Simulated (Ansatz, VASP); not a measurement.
## TePtSe3 in VASP and in Ansatz

```xyz
5
Lattice="4.9517 0.0000 0.0000 0.0000 4.9517 0.0000 0.0000 0.0000 6.6000" Properties=species:S:1:pos:R:3 pbc="T T T"
Te    0.0000    0.0000    5.7891
Pt    2.4758    2.4758    1.1041
Se    0.0000    0.0000    3.3763
Se    0.0000    2.4758    0.6661
Se    2.4758    0.0000    0.6661
```

Alike in both runs: functional PBE; k mesh 8 × 8 × 6; occupations gaussian, width 0.1 eV; no spin polarisation.

Ansatz relaxed the structure, and its values are those at the end. VASP's run is a single point on that final structure, the one shown.

|  | VASP | Ansatz |
| --- | --- | --- |
| version | VASP 6.6.1 | Ansatz 0.2.0 |
| potentials or method | VASP PAW PBE potentials, release 64 (Te, Pt, Se), cutoff 520 eV | scalar-relativistic, plane waves, PAW |
| valence electrons in the cell | 34 | 82 |

Ansatz gave:

| Quantity | Value |
| --- | --- |
| gap on the k mesh at the Fermi level (eV) | none |
| pressure (GPa) | 0.0 |
| rms of the force components (eV/Å) | 0.002 |

Which values does VASP return?

gap on the k mesh at the Fermi level (eV): none; pressure (GPa): 0.0; rms of the force components (eV/Å): 0.010.

A gap of «none» marks a metal or a gap that the smearing closes. VASP's potentials hold 34 valence electrons a cell and Ansatz's 82, so a difference there can come from the potentials and not from the codes.

Neither program's run includes spin-orbit coupling.
